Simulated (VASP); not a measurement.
# MgO (I4mm) in VASP: a series of runs

Runs on MgO. Level: PBE. Tasks: single point.

Program: VASP 6.6.1. These are calculated values, not measurements. Logs are shortened: lines on timing, memory, paths and dates and some standing lists are left out, and cuts for length are marked.

### Step 1. The cell of the first run

It takes space group I4mm (No. 107, tetragonal). Conventional cell: a = 2.983 Å, b = 2.983 Å, c = 4.219 Å, α = 90.00°, β = 90.00°, γ = 90.00°. Mg (site symmetry 4mm) has 6 O at 1.83 to 2.39 Å within 2.4 Å. Within 2.4 Å of O (site symmetry 4mm) lie 6 Mg at 1.83 to 2.39 Å.

### Step 2. Single point, PBE

Contents of INCAR:

```
SYSTEM = MgO
  PREC = Accurate
  ENCUT = 600
  EDIFF = 1E-6
  ISMEAR = 0
  SIGMA = 0.05
  LREAL = .False.
  LASPH = .True.
  NELM = 120
  ALGO = Normal
  ISIF = 2
  LWAVE = .False.
  LCHARG = .False.
  GGA = PE
  NBANDS = 11
  GGA_COMPAT = .False.
```

Contents of KPOINTS:

```
Automatic mesh
0
Gamma
  10 10 10
  0 0 0
```

Contents of POSCAR:

```
MgO
1.0
    0.0000000000      2.1095627621      2.1095627621
    2.1095627621      0.0000000000      2.1095627621
    2.1095627621      2.1095627621      0.0000000000
Mg O
1 1
Direct
    0.0266123684      0.0266123684     -0.0266123684
    0.4595716224      0.4595716224      0.5404283776
```

Potentials or basis: VASP PAW PBE potentials, release 64 (Mg, O).

Started as:

```bash
> cat potpaw_PBE.64/Mg/POTCAR potpaw_PBE.64/O/POTCAR > POTCAR
> mpirun -np 1 vasp_std > vasp.out
```

OUTCAR:

```text
SYSTEM = MgO
   PREC = Accurate
   ENCUT = 600
   EDIFF = 1E-6
   ISMEAR = 0
   LREAL = .False.
   LASPH = .True.
   NELM = 120
   ISIF = 2
   GGA = PE

 ion  position               nearest neighbor table
   1  0.027  0.027  0.973-   2 1.83   2 2.13   2 2.13   2 2.13   2 2.13   2 2.39
   2  0.460  0.460  0.540-   1 1.83   1 2.13   1 2.13   1 2.13   1 2.13   1 2.39

  LATTYP: Found a face centered cubic cell.
 ALAT       =     4.2191255242

  Lattice vectors:

 A1 = (   0.0000000000,   2.1095627621,   2.1095627621)
 A2 = (   2.1095627621,   0.0000000000,   2.1095627621)
 A3 = (   2.1095627621,   2.1095627621,   0.0000000000)

Analysis of symmetry for initial positions (statically):
=====================================================================
 Subroutine PRICEL returns:
 Original cell was already a primitive cell.

 Routine SETGRP: Setting up the symmetry group for a
 face centered cubic supercell.

 Subroutine GETGRP returns: Found  8 space group operations
 (whereof  8 operations were pure point group operations)
 out of a pool of 48 trial point group operations.

The static configuration has the point symmetry C_4v.

Analysis of symmetry for dynamics (positions and initial velocities):
=====================================================================
 Subroutine PRICEL returns:
 Original cell was already a primitive cell.

 Routine SETGRP: Setting up the symmetry group for a
 face centered cubic supercell.

 Subroutine GETGRP returns: Found  8 space group operations
 (whereof  8 operations were pure point group operations)
 out of a pool of 48 trial point group operations.

The dynamic configuration has the point symmetry C_4v.

 Subroutine INISYM returns: Found  8 space group operations
 (whereof  8 operations are pure point group operations),
 and found     1 'primitive' translations

----------------------------------------------------------------------------------------

                                     Primitive cell

  volume of cell :      18.7762

  direct lattice vectors                    reciprocal lattice vectors
     0.000000000  2.109562762  2.109562762    -0.237015940  0.237015940  0.237015940
     2.109562762  0.000000000  2.109562762     0.237015940 -0.237015940  0.237015940
     2.109562762  2.109562762  0.000000000     0.237015940  0.237015940 -0.237015940

  length of vectors
     2.983372269  2.983372269  2.983372269     0.410523649  0.410523649  0.410523649

  position of ions in fractional coordinates (direct lattice)
     0.026612368  0.026612368  0.973387632
     0.459571622  0.459571622  0.540428378

  ion indices of the primitive-cell ions
   primitive index   ion index
                 1           1
                 2           2

----------------------------------------------------------------------------------------

 KPOINTS: Automatic mesh

Automatic generation of k-mesh.
 Grid dimensions read from file:
 generate k-points for:   10   10   10

 Generating k-lattice:

  Cartesian coordinates                     Fractional coordinates (reciprocal lattice)
    -0.023701594  0.023701594  0.023701594     0.100000000  0.000000000  0.000000000
     0.023701594 -0.023701594  0.023701594     0.000000000  0.100000000  0.000000000
     0.023701594  0.023701594 -0.023701594     0.000000000  0.000000000  0.100000000

  Length of vectors
     0.041052365  0.041052365  0.041052365

  Shift w.r.t. Gamma in fractional coordinates (k-lattice)
     0.000000000  0.000000000  0.000000000

 Subroutine IBZKPT returns following result:
 ===========================================

 Found    102 irreducible k-points:

 Following reciprocal coordinates:
            Coordinates               Weight
  0.000000  0.000000  0.000000      1.000000
  0.100000  0.000000  0.000000      8.000000
  0.200000  0.000000  0.000000      8.000000
  0.300000  0.000000  0.000000      8.000000
  0.400000  0.000000  0.000000      8.000000
  0.500000  0.000000  0.000000      4.000000
[... 16 lines left out ...]
 -0.100000  0.100000  0.000000      4.000000
  0.000000 -0.100000  0.100000      8.000000
 [... further k-points ...]
   k-points           NKPTS =    102   k-points in BZ     NKDIM =    102   number of bands    NBANDS=     11
   number of dos      NEDOS =    301   number of ions     NIONS =      2
   total plane-waves  NPLWV =  13824
   dimension x,y,z NGX =    24 NGY =   24 NGZ =   24
   dimension x,y,z NGXF=    48 NGYF=   48 NGZF=   48
   ions per type =               1   1
   NGX,Y,Z   is equivalent  to a cutoff of  13.37, 13.37, 13.37 a.u.
   NGXF,Y,Z  is equivalent  to a cutoff of  26.75, 26.75, 26.75 a.u.
 SYSTEM =  MgO
   PREC   = accura    normal or accurate (medium, high low for compatibility)
   ISTART =      0    job   : 0-new  1-cont  2-samecut
   ICHARG =      2    charge: 1-file 2-atom 10-const
   ISPIN  =      1    spin polarized calculation?
   LNONCOLLINEAR =      F non collinear calculations
   LSORBIT =      F    spin-orbit coupling
   LASPH  =      T    aspherical Exc in radial PAW
   ENCUT  =  600.0 eV  44.10 Ry    6.64 a.u.   5.96  5.96  5.96*2*pi/ulx,y,z
   NELM   =    120;   NELMIN=  2; NELMDL= -5     # of ELM steps
   EDIFF  = 0.1E-05   stopping-criterion for ELM
   LREAL  =      F    real-space projection
   EDIFFG = 0.1E-04   stopping-criterion for IOM
   NSW    =      0    number of steps for IOM
   IBRION =     -1    ionic relax: 0-MD 1-quasi-New 2-CG
   NFREE  =      0    steps in history (QN), initial steepest desc. (CG)
   ISIF   =      2    stress and relaxation
   ISYM   =      2    0-nonsym 1-usesym 2-fastsym
   POTIM  = 0.5000    time-step for ionic-motion
   TEBEG  =    0.0;   TEEND  =   0.0 temperature during run
   PSTRESS=    0.0 pullay stress
   NELECT =       8.0000    total number of electrons
   NUPDOWN=      -1.0000    fix difference up-down
   EMIN   =  10.00;   EMAX   =-10.00  energy-range for DOS
   EFERMI =   0.00;   METHOD = LEGACY
   ISMEAR =     0;   SIGMA  =   0.05  broadening in eV -4-tet -1-fermi 0-gaus
   EFERMI_NEDOS =   21; number of points for ismear=-14 and -15
   IALGO  =     38    algorithm
   IMIX   =      4    mixing-type and parameters
     AMIX     =   0.40;   BMIX     =  1.00
     AMIX_MAG =   1.60;   BMIX_MAG =  1.00
  volume/ion in A,a.u.               =       9.39        63.35
  Fermi-wavevector in a.u.,A,eV,Ry     =   1.231882  2.327919 20.647287  1.517533
  Thomas-Fermi vector in A             =   2.366674
   LORBIT       =      0    0 simple, 1 ext, 2 COOP (PROOUT), +10 PAW based schemes
   GGA     = PE    functional components
   LHFCALC =     F    Hartree Fock is set to
   AEXX    =    0.0000 exact exchange contribution
   IVDW    =     0    specifies the selected vdW correction
   LEPSILON=     F    determine dielectric tensor
   LRPA    =     F    only Hartree local field effects (RPA)
 non-spin polarized calculation
 Gauss-broadening in eV      SIGMA  =   0.05
  energy-cutoff  :      600.00
  volume of cell :       18.78
 maximum number of plane-waves:       636
   NGX = 11   NGY = 11   NGZ = 11

 number of electron       8.0000005 magnetization

 Free energy of the ion-electron system (eV)
  ---------------------------------------------------
  ext. energy  EPLUGINS =         0.00000000
  ---------------------------------------------------
  free energy    TOTEN  =       -11.62957786 eV

  energy without entropy =      -11.62957786  energy(sigma->0) =      -11.62957786

 E-fermi :   3.3134     XC(G=0): -11.0240

 val. band max:        3.0702213069   @ k =   0.0000   0.0000   0.0000
 cond. band min:       7.7296651341   @ k =   0.0000   0.0000   0.0000
 fundamental gap:      4.6594438272
 Fermi energy:         3.3134023019

 k-point     1 :       0.0000    0.0000    0.0000
  band No.  band energies     occupation
      1     -14.1259      2.00000
      2       2.9822      2.00000
      3       3.0702      2.00000
      4       3.0702      2.00000
      5       7.7297      0.00000
      6      19.0583      0.00000
      7      19.2299      0.00000
      8      19.2299      0.00000
      9      22.6406      0.00000
     10      24.6432      0.00000
     11      24.8386      0.00000

 k-point     2 :       0.1000    0.0000    0.0000
  band No.  band energies     occupation
      1     -14.0230      2.00000
      2       2.3773      2.00000
      3       2.9860      2.00000
      4       3.0108      2.00000
      5       8.3503      0.00000
      6      17.7549      0.00000
      7      19.3680      0.00000
      8      19.4334      0.00000
      9      23.8766      0.00000
     10      23.9647      0.00000
     11      24.5685      0.00000

 k-point     3 :       0.2000    0.0000    0.0000
  band No.  band energies     occupation
      1     -13.7403      2.00000
      2       1.1019      2.00000
      3       2.8320      2.00000
      4       2.8599      2.00000
      5       9.5507      0.00000
      6      16.1405      0.00000
      7      19.6928      0.00000
      8      19.7848      0.00000
      9      23.2573      0.00000
     10      23.5137      0.00000
     11      25.4502      0.00000

 k-point     4 :       0.3000    0.0000    0.0000
  band No.  band energies     occupation
      1     -13.3599      2.00000
      2      -0.1738      2.00000
      3       2.6517      2.00000
      4       2.6814      2.00000
      5      10.5297      0.00000
      6      15.3121      0.00000
      7      19.7319      0.00000
      8      19.7381      0.00000
      9      23.8227      0.00000
     10      23.8371      0.00000
     11      25.0234      0.00000
[... 239 lines left out ...]
 k-point    22 :       0.0000   -0.2000    0.1000
  band No.  band energies     occupation
      1     -13.5464      2.00000
      2       0.5986      2.00000
      3       2.4332      2.00000
      4       2.8060      2.00000
      5      10.2735      0.00000
      6      15.5804      0.00000
      7      18.9298      0.00000
      8      20.4684      0.00000
      9      22.4828      0.00000
     10      24.2354      0.00000
     11      26.1742      0.00000

 k-point    23 :      -0.1000    0.1000    0.0000
  band No.  band energies     occupation
      1     -13.8612      2.00000
      2       1.6611      2.00000
      3       2.7512      2.00000
      4       2.9744      2.00000
      5       9.1805      0.00000
      6      16.6011      0.00000
      7      19.3912      0.00000
      8      19.7674      0.00000
      9      22.5673      0.00000
     10      24.1014      0.00000
     11      26.2017      0.00000

 k-point    24 :       0.0000   -0.1000    0.1000
  band No.  band energies     occupation
      1     -13.8607      2.00000
      2       1.6937      2.00000
      3       2.7472      2.00000
      4       2.9509      2.00000
      5       9.1255      0.00000
      6      16.6722      0.00000
      7      19.3142      0.00000
      8      19.8522      0.00000
      9      22.9350      0.00000
     10      24.1120      0.00000
     11      25.7613      0.00000

 [... further k-points ...]

------------------------ aborting loop because EDIFF is reached ----------------------------------------

  FORCE on cell =-STRESS in cart. coord.  units (eV):
  Direction    XX          YY          ZZ          XY          YZ          ZX
  --------------------------------------------------------------------------------------
  -------------------------------------------------------------------------------------
  Total        0.1299808      0.1299808      3.8043204      0.0000000      0.0000000      0.0000000
  in kB       11.0913000     11.0913000    324.6237739      0.0000000      0.0000000      0.0000000
  external PRESSURE =     115.6021246 kB  Pullay stress =       0.0000000 kB

 VOLUME and BASIS-vectors are now :
 -----------------------------------------------------------------------------
  energy-cutoff  :      600.00
  volume of cell :       18.78
      direct lattice vectors                 reciprocal lattice vectors
     0.000000000  2.109562762  2.109562762    -0.237015940  0.237015940  0.237015940
     2.109562762  0.000000000  2.109562762     0.237015940 -0.237015940  0.237015940
     2.109562762  2.109562762  0.000000000     0.237015940  0.237015940 -0.237015940

 POSITION                                       TOTAL-FORCE (eV/Angst)
 -----------------------------------------------------------------------------------
      2.10956      2.10956      0.11228         0.000000      0.000000     -2.478642
      2.10956      2.10956      1.93899         0.000000      0.000000      2.478642
 -----------------------------------------------------------------------------------
    total drift:                                0.000000      0.000000     -0.000121

  FREE ENERGIE OF THE ION-ELECTRON SYSTEM (eV)
  ---------------------------------------------------
  free  energy   TOTEN  =       -11.6295778605 eV

  energy  without entropy=      -11.6295778605  energy(sigma->0) =      -11.62957786
```

Run time: 13 s. Hardware: 1 thread of Intel Xeon Platinum 8259CL at 2.50GHz (Skylake/Cascade Lake), shared host; peak memory 0.15 GiB.

What came out:

* Free energy: -11.6296 eV
* Pressure: 11.6 GPa
* Largest force: 2.479 eV/Å
* Band gap on the k mesh: 4.66 eV, direct

Forces in eV/Å, atoms in the order of the input:
```
Mg   0.000  0.000 -2.479
O    0.000  0.000  2.479
```

Levels at points of the mesh, in eV from the valence-band top:
| k point | band 2 | band 3 | band 4 | band 5 | band 6 | band 7 |
| --- | --- | --- | --- | --- | --- | --- |
| (0.00, 0.00, 0.00) | -0.09 | 0.00 | 0.00 | 4.66 | 15.99 | 16.16 |
| (0.50, 0.00, 0.00) | -4.52 | -0.61 | -0.58 | 7.93 | 12.28 | 16.25 |
| (0.50, 0.50, 0.00) | -3.89 | -1.28 | -1.28 | 9.20 | 9.46 | 13.15 |
| (0.00, 0.50, 0.50) | -3.99 | -1.37 | -1.29 | 9.42 | 9.59 | 13.14 |

Caveat: forces of over 1 eV/Å act on the atoms, so gaps and moduli don't describe the material at rest.

### Step 3. Single point, PBE

This run uses another cell than the first one, of 9.63 Å³/atom, 1.025 times its volume.

Contents of INCAR:

```
PREC = Accurate ; ENCUT = 600
EDIFF = 1E-6 ; ISMEAR = 0
SIGMA = 0.05 ; LREAL = F
LASPH = T ; NELM = 120
ALGO = Normal ; ISIF = 2
LWAVE = F ; LCHARG = F
GGA = PE ; NBANDS = 11
GGA_COMPAT = F
```

Contents of KPOINTS:

```
regular mesh
0
Gamma
  10 10 10
```

Contents of POSCAR:

```
MgO
1.0
    0.0000000000      2.1272186771      2.1272186771
    2.1272186771      0.0000000000      2.1272186771
    2.1272186771      2.1272186771      0.0000000000
Mg O
1 1
Direct
    0.0266123684      0.0266123684     -0.0266123684
    0.4595716224      0.4595716224      0.5404283776
```

Potentials or basis: VASP PAW PBE potentials, release 64 (Mg, O).

Started as:

```bash
> cat potpaw_PBE.64/Mg/POTCAR potpaw_PBE.64/O/POTCAR > POTCAR
> mpirun -np 1 vasp_std > vasp.out
```

OUTCAR:

```text
PREC = Accurate
   ENCUT = 600
   EDIFF = 1E-6
   ISMEAR = 0
   LREAL = F
   LASPH = T
   NELM = 120
   ISIF = 2
   GGA = PE

 ion  position               nearest neighbor table
   1  0.027  0.027  0.973-   2 1.84   2 2.15   2 2.15   2 2.15   2 2.15   2 2.41
   2  0.460  0.460  0.540-   1 1.84   1 2.15   1 2.15   1 2.15   1 2.15   1 2.41

  LATTYP: Found a face centered cubic cell.
 ALAT       =     4.2544373542

  Lattice vectors:

 A1 = (   0.0000000000,   2.1272186771,   2.1272186771)
 A2 = (   2.1272186771,   0.0000000000,   2.1272186771)
 A3 = (   2.1272186771,   2.1272186771,   0.0000000000)

Analysis of symmetry for initial positions (statically):
=====================================================================
 Subroutine PRICEL returns:
 Original cell was already a primitive cell.

 Routine SETGRP: Setting up the symmetry group for a
 face centered cubic supercell.

 Subroutine GETGRP returns: Found  8 space group operations
 (whereof  8 operations were pure point group operations)
 out of a pool of 48 trial point group operations.

The static configuration has the point symmetry C_4v.
[... 170 lines left out ...]
      1     -14.1874      2.00000
      2       2.7973      2.00000
      3       2.8897      2.00000
      4       2.8897      2.00000
      5       7.3165      0.00000
      6      18.7290      0.00000
      7      18.8917      0.00000
      8      18.8917      0.00000
      9      22.2537      0.00000
     10      24.2226      0.00000
     11      24.3950      0.00000
[... 309 lines left out ...]
 k-point    24 :       0.0000   -0.1000    0.1000
  band No.  band energies     occupation
      1     -13.9338      2.00000
      2       1.5264      2.00000
      3       2.5766      2.00000
      4       2.7723      2.00000
      5       8.7136      0.00000
      6      16.3594      0.00000
      7      18.9352      0.00000
      8      19.5079      0.00000
      9      22.4481      0.00000
     10      23.6447      0.00000
     11      25.2440      0.00000

 [... further k-points ...]

------------------------ aborting loop because EDIFF is reached ----------------------------------------

  FORCE on cell =-STRESS in cart. coord.  units (eV):
  Direction    XX          YY          ZZ          XY          YZ          ZX
  --------------------------------------------------------------------------------------
  -------------------------------------------------------------------------------------
  Total       -0.3016138     -0.3016138      3.1541436      0.0000000      0.0000000     -0.0000000
  in kB      -25.1012494    -25.1012494    262.4977819      0.0000000      0.0000000     -0.0000000
  external PRESSURE =      70.7650944 kB  Pullay stress =       0.0000000 kB

 VOLUME and BASIS-vectors are now :
 -----------------------------------------------------------------------------
  energy-cutoff  :      600.00
  volume of cell :       19.25
      direct lattice vectors                 reciprocal lattice vectors
     0.000000000  2.127218677  2.127218677    -0.235048707  0.235048707  0.235048707
     2.127218677  0.000000000  2.127218677     0.235048707 -0.235048707  0.235048707
     2.127218677  2.127218677  0.000000000     0.235048707  0.235048707 -0.235048707

 POSITION                                       TOTAL-FORCE (eV/Angst)
 -----------------------------------------------------------------------------------
      2.12722      2.12722      0.11322         0.000000      0.000000     -2.260963
      2.12722      2.12722      1.95522         0.000000      0.000000      2.260963
 -----------------------------------------------------------------------------------
    total drift:                               -0.000000     -0.000000      0.000175

  FREE ENERGIE OF THE ION-ELECTRON SYSTEM (eV)
  ---------------------------------------------------
  free  energy   TOTEN  =       -11.6582384488 eV

  energy  without entropy=      -11.6582384488  energy(sigma->0) =      -11.65823845
```

stdout:

```text
POSCAR found type information on POSCAR MgO
 POSCAR found :  2 types and       2 ions
 scaLAPACK will be used
 LDA part: xc-table for (Slater+PW92), standard interpolation
 POSCAR, INCAR and KPOINTS ok, starting setup
 FFT: planning ... GRIDC
 FFT: planning ... GRID_SOFT
 FFT: planning ... GRID
 WAVECAR not read
 entering main loop
```

Wall time 7.9 s (1 thread of Intel Xeon 6975P-C (Granite Rapids), shared host); peak memory 0.15 GiB.

What came out:

```
Free energy            : -11.6582 eV
Pressure               : 7.1 GPa
Largest force          : 2.261 eV/Å
Band gap on the k mesh : 4.43 eV, direct
```

Forces on the atoms (eV/Å):
```
Mg   0.000  0.000 -2.261
O    0.000  0.000  2.261
```

Levels at points of the mesh, in eV from the valence-band top:
```
           k point  band 2  band 3  band 4  band 5  band 6  band 7
(0.00, 0.00, 0.00)   -0.09    0.00    0.00    4.43   15.84   16.00
(0.50, 0.00, 0.00)   -4.41   -0.59   -0.56    7.78   12.00   16.00
(0.50, 0.50, 0.00)   -3.81   -1.25   -1.25    9.17    9.22   12.88
(0.00, 0.50, 0.50)   -3.90   -1.33   -1.27    9.34    9.38   12.87
```

Caveat: forces of over 1 eV/Å act on the atoms, so gaps and moduli don't describe the material at rest.

(Continued in part 2 of 2.)
